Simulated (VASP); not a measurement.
**Hf: single point with PBEsol**

The system is Hf.

```
CELL_PARAMETERS angstrom
2.87584 0.00000 0.00000
0.00000 2.87584 0.00000
0.00000 0.00000 2.87584
ATOMIC_POSITIONS crystal
Hf 0.00000 0.00000 0.00000
```

This isn't the form of Hf at room conditions, which is hcp.

```json
{"Program": "VASP 6.6.1", "Task": "single point", "Functional": "PBEsol", "Potentials or basis": "VASP PAW PBE potentials, release 64 (Hf_pv)", "Cutoff": "520 eV", "k mesh": "8 × 8 × 8", "Occupations": "gaussian, width 0.1 eV", "Spin": "no spin polarisation", "Dipole correction": "no", "Further INCAR settings": "ALGO = Normal; EDIFF = 1e-06; NBANDS = 11"}
```

- Pressure: -0.3 GPa
- Band gap on the k mesh: zero (bands 5 and 6 overlap by 2.44 eV)

Levels at points of the mesh, in eV from the Fermi level:
| k point | band 3 | band 4 | band 5 | band 6 | band 7 | band 8 |
| --- | --- | --- | --- | --- | --- | --- |
| (0.00, 0.00, 0.00) | -29.78 | -6.62 | -1.50 | -1.50 | 6.75 | 6.75 |
| (0.50, 0.00, 0.00) | -29.69 | -3.19 | -0.56 | -0.03 | 3.14 | 3.14 |
| (0.50, 0.50, 0.00) | -29.60 | -3.03 | -0.62 | 3.91 | 3.91 | 4.65 |
| (0.50, 0.50, 0.50) | -30.55 | -1.40 | -1.40 | -1.40 | 6.91 | 9.40 |

Wall time 8.8 s on 1 thread of Intel Xeon 8259CL, on a shared host, peak memory 0.14 GiB.

Caveat: the PAW data sets were made with another functional, which shifts forces and pressure a little; spin-orbit coupling is left out, which moves the levels of the heavy elements.
